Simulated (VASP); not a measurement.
Crystal: SnO2.

```
CELL_PARAMETERS angstrom
4.73800 0.00000 0.00000
0.00000 4.73800 0.00000
0.00000 0.00000 3.18650
ATOMIC_POSITIONS crystal
Sn 0.00000 0.00000 0.00000
Sn 0.50000 0.50000 0.50000
O 0.30710 0.30710 0.00000
O 0.19290 0.80710 0.50000
O 0.69290 0.69290 0.00000
O 0.80710 0.19290 0.50000
```

Base run:

| Quantity | Value |
| --- | --- |
| Program | VASP 6.6.1 |
| Functional | PBE |
| Potentials or basis | VASP PAW PBE potentials, release 64 (Sn_d, O) |
| Cutoff | 520 eV |
| k mesh | 6 × 6 × 8 |
| Occupations | methfessel-paxton, width 0.05 eV |
| Spin | no spin polarisation |

Its results: band gap on the k mesh 1.27 eV; pressure 11.8 GPa; largest force 0.294 eV/Å.

Question: After a change of settings the same cell gave: band gap on the k mesh 1.18 eV; pressure 5.4 GPa; largest force 0.229 eV/Å. Which change was it?
A. functional from PBE to BLYP; further incar settings from ALGO = Normal; EDIFF = 1e-06; NBANDS = 35 to ALGO = Normal; EDIFF = 1e-07; NBANDS = 35
B. functional from PBE to revPBE
C. functional from PBE to PBEsol

Answer: C.

PBEsol binds more tightly than PBE, so the same cell stands under less pressure.

Caveats: the cell stands under pressure; spin-orbit coupling is left out, which moves the levels of the heavy elements; the PAW data sets were made with another functional, which shifts forces and pressure a little (at least some runs).
